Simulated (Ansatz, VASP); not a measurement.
## CdSe4 in VASP and in Ansatz

```
CELL_PARAMETERS angstrom
6.59828 0.00000 -0.08399
0.00000 5.61073 0.00000
-2.17009 0.00000 8.11612
ATOMIC_POSITIONS crystal
Cd 0.00000 0.50000 0.50000
Cd 0.00000 0.00000 0.00000
Se 0.66953 0.42958 0.08503
Se 0.33047 0.57042 0.91497
Se 0.20048 0.19557 0.80378
Se 0.79952 0.80443 0.19622
Se 0.33047 0.92958 0.41497
Se 0.66953 0.07042 0.58503
Se 0.79952 0.69557 0.69622
Se 0.20048 0.30443 0.30378
```

Alike in both runs: functional PBE; k mesh 6 × 6 × 4; occupations gaussian, width 0.02 eV; no spin polarisation.

Ansatz relaxed the structure, and its values are those at the end. VASP's run is a single point on that final structure, the one shown.

```csv
,VASP,Ansatz
version,VASP 6.6.1,Ansatz 0.2.0
potentials or method,"VASP PAW PBE potentials, release 64 (Cd, Se), cutoff 520 eV","scalar-relativistic, plane waves, PAW"
valence electrons in the cell,72,168
```

Ansatz gave:

| Property | Result |
| --- | --- |
| gap on the k mesh at the Fermi level (eV) | 0.68 |
| least direct gap on the mesh (eV) | 0.75 |
| pressure (GPa) | 0.0 |
| rms of the force components (eV/Å) | 0.004 |

**Question.** What did VASP give for the same quantities?

**Answer.** gap on the k mesh at the Fermi level (eV): 0.68; least direct gap on the mesh (eV): 0.75; pressure (GPa): 0.1; rms of the force components (eV/Å): 0.016.

VASP's potentials hold 72 valence electrons a cell and Ansatz's 168, so a difference there can come from the potentials and not from the codes.
